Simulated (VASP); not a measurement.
Runs of VASP 6.6.1 on SiC. The structure is that of space group P6_3mc (No. 186), or close to it. The cells are those of the table. 

| cell | gap on the mesh (eV) | pressure (GPa) | largest force (eV/Å) |
| --- | --- | --- | --- |
| a = 3.075, b = 3.075, c = 5.048 Å, angles 90.4, 89.1, 120.0°, 4 atoms | 2.64 | -0.1 | 0.08 |
| a = 3.075, b = 3.075, c = 5.048 Å, angles 90.1, 89.7, 120.0°, 4 atoms | (a) | -0.2 | 0.03 |
| a = 3.075, b = 3.075, c = 5.048 Å, angles 89.4, 91.1, 120.0°, 4 atoms | 2.63 | -0.1 | 0.11 |
| a = 3.075, b = 3.075, c = 5.048 Å, angles 89.7, 90.6, 120.0°, 4 atoms | 2.65 | -0.1 | 0.05 |
| a = 3.075, b = 3.075, c = 5.048 Å, angles 90.5, 89.0, 120.0°, 4 atoms | 2.64 | -0.1 | 0.10 |

Alike in all rows: task single point; level r2SCAN; potentials or basis VASP PAW PBE potentials, release 64 (Si, C); no spin polarisation; k mesh 12 × 12 × 6; cutoff (eV) 520; smearing gaussian 0.05 eV.

**Question.** Estimate the missing entries.

**Answer.** (a) 2.66.

Caveats: the PAW data sets were made with another functional, which shifts forces and pressure a little.

A k mesh can miss the band edges.
